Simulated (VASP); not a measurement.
A run of VASP 6.6.1 is set up as follows.

File INCAR:

```
  PREC = Accurate
  ENCUT = 520
  EDIFF = 1E-7
  ISMEAR = 0
  SIGMA = 0.02
  LREAL = False
  LASPH = True
  NELM = 80
  ALGO = Normal
  ISIF = 2
  LWAVE = False
  LCHARG = False
  GGA = PE
  NBANDS = 28
```

KPOINTS

```
regular mesh
0
Gamma
  8 8 8
```

POSCAR

```
BaTiO3
1.0
    3.9684658627      0.0000000000      0.0000000000
    0.0000000000      3.9684658627      0.0000000000
    0.0000000000      0.0000000000      4.4921250073
Ba Ti O
1 1 3
Direct
    0.0000000000      0.0000000000     -0.0349314380
    0.5000000000      0.5000000000      0.4595549308
    0.5000000000      0.5000000000      0.0624372024
    0.5000000000      0.0000000000      0.5279696525
    0.0000000000      0.5000000000      0.5279696525
```

Potentials or basis: VASP PAW PBE potentials, release 64 (Ba_sv, Ti_sv, O).

The run is started by

```sh
$ cat potpaw_PBE.64/Ba_sv/POTCAR potpaw_PBE.64/Ti_sv/POTCAR potpaw_PBE.64/O/POTCAR > POTCAR
$ mpirun -np 1 vasp_std > vasp.out
```

Q: Estimate the band gap on the k mesh.

A: 1.81 eV (least direct gap 2.51 eV).

Q: Predict the pressure.

A: -1.7 GPa.

Stress tensor (GPa, compression positive):
```
-1.79  0.00  0.00
 0.00 -1.79  0.00
 0.00  0.00 -1.64
```

Caveat: spin-orbit coupling is left out, which moves the levels of the heavy elements. A k mesh can miss the band edges.
